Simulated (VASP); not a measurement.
Here is a VASP 6.6.1 calculation.

Contents of INCAR:

```
SYSTEM = AlP
PREC = Accurate
ENCUT = 500
EDIFF = 1E-6
ISMEAR = -4
SIGMA = 0.1
LREAL = .False.
LASPH = .True.
NELM = 200
ALGO = Normal
ISIF = 2
LWAVE = .False.
LCHARG = .False.
ISPIN = 2
MAGMOM = 0.1 0
LORBIT = 11
GGA = RE
NBANDS = 15
GGA_COMPAT = .False.
```

File KPOINTS:

```
Automatic mesh
0
Gamma
  4 4 4
  0 0 0
```

POSCAR

```
AlP
1.0
    0.0000000000      2.7364837130      2.7364837130
    2.7364837130      0.0000000000      2.7364837130
    2.7364837130      2.7364837130      0.0000000000
Al P
1 1
Direct
    0.0000000000      0.0000000000      0.0000000000
    0.7500000000      0.7500000000      0.7500000000
```

Potentials or basis: VASP PAW PBE potentials, release 64 (Al, P).

Run with:

```bash
$ cat potpaw_PBE.64/Al/POTCAR potpaw_PBE.64/P/POTCAR > POTCAR
$ mpirun -np 1 vasp_std > vasp.out
```

Task: What does it give for the pressure?

Result: 3.1 GPa.

Task: Predict the band gap on the k mesh.

Result: 1.63 eV, indirect (least direct gap 3.35 eV).

Task: Predict the net moment.

Result: 0.00 μB per cell.

Caveat: the k points lie up to 0.50 Å⁻¹ apart; the PAW data sets were made with another functional, which shifts forces and pressure a little. A k mesh can miss the band edges.
